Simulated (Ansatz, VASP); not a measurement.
# BP: VASP beside Ansatz

```
B P
1.0
     0.00000    2.23496    2.26900
     2.26900    0.00000    2.26900
     2.26900    2.23496    0.00000
B P
1 1
Direct
  0.00000 0.00000 0.00000
  0.75000 0.75000 0.75000
```

Change from the starting cell: strain -0.0150 x Voigt [0, 1, 0, 0, 0, 0], atoms carried along.

Alike in both runs: task single point; functional PBE; k mesh 10 × 10 × 10; occupations gaussian, width 0.05 eV; no spin polarisation.

|  | VASP | Ansatz |
| --- | --- | --- |
| version | VASP 6.6.1 | Ansatz 0.2.0 |
| potentials or method | VASP PAW PBE potentials, release 64 (B, P), cutoff 520 eV | scalar-relativistic, plane waves, PAW |
| valence electrons in the cell | 8 | 8 |

```csv
,VASP,Ansatz,Ansatz less VASP
gap on the k mesh at the Fermi level (eV),0.99,1.00,+0.005
least direct gap on the mesh (eV),3.27,3.27,+0.004
pressure (GPa),3.5,3.7,+0.26
"traceless stress, the component that is largest in VASP (GPa)",2.68,2.67,-0.004
```
